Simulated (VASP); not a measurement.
A run of VASP 6.6.1 is set up as follows.

INCAR

```
SYSTEM = C10O
PREC     = Accurate       ! precision mode
ENCUT    = 520            ! plane-wave cutoff, eV
EDIFF    = 1E-6           ! SCF threshold, eV
ISMEAR   = 0              ! smearing method
SIGMA    = 0.1            ! smearing width, eV
LREAL    = .False.        ! projectors in reciprocal space
LASPH    = .True.         ! aspherical terms in the spheres
NELM     = 100            ! most SCF steps
ALGO     = Normal         ! electronic algorithm
ISIF     = 2              ! what is computed and relaxed
LWAVE    = .False.        ! write WAVECAR
LCHARG   = .False.        ! write CHGCAR
LDIPOL   = .True.       
IDIPOL   = 3            
DIPOL    = 0.5 0.5 0.494
GGA      = PE             ! functional
IVDW     = 12             ! dispersion correction
NBANDS   = 34             ! bands
```

File KPOINTS:

```
Automatic mesh
0
Gamma
  12 12 1
  0 0 0
```

The input POSCAR:

```
C10O
1.0
    2.4655379958      0.0000000000      0.0000000000
   -1.2327689979      2.1341461202      0.0000000000
    0.0000000000      0.0000000000     32.5979677131
C O
10 1
Direct
    0.0833101794      0.1666203587      0.2607524516
    0.4166898207      0.8333796413      0.2607524516
    0.5833101794      0.1666203587      0.3650391123
    0.9166898206      0.8333796413      0.3650391123
    0.0833101794      0.1666203587      0.4693232410
    0.4166898207      0.8333796413      0.4693232410
    0.5833101794      0.1666203587      0.5736099016
    0.9166898206      0.8333796413      0.5736099016
    0.0833101794      0.1666203587      0.6778940303
    0.4166898207      0.8333796413      0.6778940303
    0.0833101794      0.4166203587      0.7388294550
```

Potentials or basis: VASP PAW PBE potentials, release 64 (C, O).

Command:

```bash
$ cat potpaw_PBE.64/C/POTCAR potpaw_PBE.64/O/POTCAR > POTCAR
$ mpirun -np 1 vasp_std > vasp.out
```

**Question.** What does it give for the largest force?

**Answer.** 0.684 eV/Å.

**Question.** Estimate the dispersion energy per atom.

**Answer.** -0.139 eV.

Forces in eV/Å, atoms in the order of the input:
```
C    0.000  0.021  0.001
C    0.000 -0.021  0.001
C    0.000  0.005 -0.001
C    0.000 -0.005 -0.001
C   -0.001  0.016  0.003
C    0.000 -0.016  0.003
C   -0.003  0.013 -0.010
C    0.000 -0.013 -0.011
C   -0.291 -0.091  0.150
C   -0.117  0.050 -0.672
O    0.411  0.041  0.537
```
